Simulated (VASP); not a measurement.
A run of VASP 6.6.1 is set up as follows.

Contents of INCAR:

```
  PREC = Accurate
  ENCUT = 520
  EDIFF = 1E-7
  ISMEAR = -1
  SIGMA = 0.08
  LREAL = False
  LASPH = True
  NELM = 60
  ALGO = Normal
  ISIF = 2
  LWAVE = False
  LCHARG = True
  GGA = PS
  LELF = True
  LVHAR = True
  NBANDS = 14
```

File KPOINTS:

```
regular mesh
0
Gamma
  12 12 7
```

POSCAR

```
Na
1.0
    3.5309918019      0.0000000000      0.0000000000
   -1.7654959010      3.0579286010      0.0000000000
    0.0000000000      0.0000000000      5.7346592761
Na
2
Direct
    0.3333333333      0.6666666667      0.2500000000
    0.6666666667      0.3333333333      0.7500000000
```

Potentials or basis: VASP PAW PBE potentials, release 64 (Na_pv).

Launch:

```sh
$ cat potpaw_PBE.64/Na_pv/POTCAR > POTCAR
$ mpirun -np 1 vasp_std > vasp.out
```

(1) Estimate the pressure.

(2) Estimate the band gap on the k mesh.

Results:

(1) 1.7 GPa.

(2) zero (bands 7 and 8 overlap by 4.26 eV).

Caveat: the PAW data sets were made with another functional, which shifts forces and pressure a little.
